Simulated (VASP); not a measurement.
Set up this calculation in VASP 6.6.1, as the native input.

| Property | Result |
| --- | --- |
| Task | single point |
| Functional | PBEsol |
| Potentials or basis | VASP PAW PBE potentials, release 64 (Al, Ni) |
| Cutoff | 520 eV |
| k mesh | 12 × 12 × 12 |
| Occupations | fermi-dirac, width 0.1 eV |
| Spin | no spin polarisation |
| Dipole correction | no |
| Further INCAR settings | ALGO = Normal; EDIFF = 1e-06; NBANDS = 14 |

The structure of AlNi lies in POSCAR:

```
AlNi
1.0
    2.8625886336      0.0000000000      0.0000000000
    0.0000000000      2.8625886336      0.0000000000
    0.0000000000      0.0000000000      2.8625886336
Al Ni
1 1
Direct
    0.0000000000      0.0000000000      0.0000000000
    0.5000000000      0.5000000000      0.5000000000
```

The input as run:

INCAR

```
SYSTEM = AlNi
ALGO = Normal ; EDIFF = 1E-6
ENCUT = 520 ; GGA = PS
ISIF = 2 ; ISMEAR = -1
LASPH = .True. ; LCHARG = .False.
LREAL = .False. ; LWAVE = .False.
NBANDS = 14 ; NELM = 80
PREC = Accurate ; SIGMA = 0.1
```

KPOINTS

```
k-points
0
Gamma
  12 12 12
  0 0 0
```

Potentials or basis: VASP PAW PBE potentials, release 64 (Al, Ni).

Run with:

```console
$ cat potpaw_PBE.64/Al/POTCAR potpaw_PBE.64/Ni/POTCAR > POTCAR
$ mpirun -np 1 vasp_std > vasp.out
```

Results of the run:

The pressure is 0.1 GPa.

Caveat: the PAW data sets were made with another functional, which shifts forces and pressure a little.

Run time: 8.1 s on 1 thread of Intel(R) Xeon(R) 6975P-C (Granite Rapids), with other jobs on the host, peak memory 0.15 GiB.
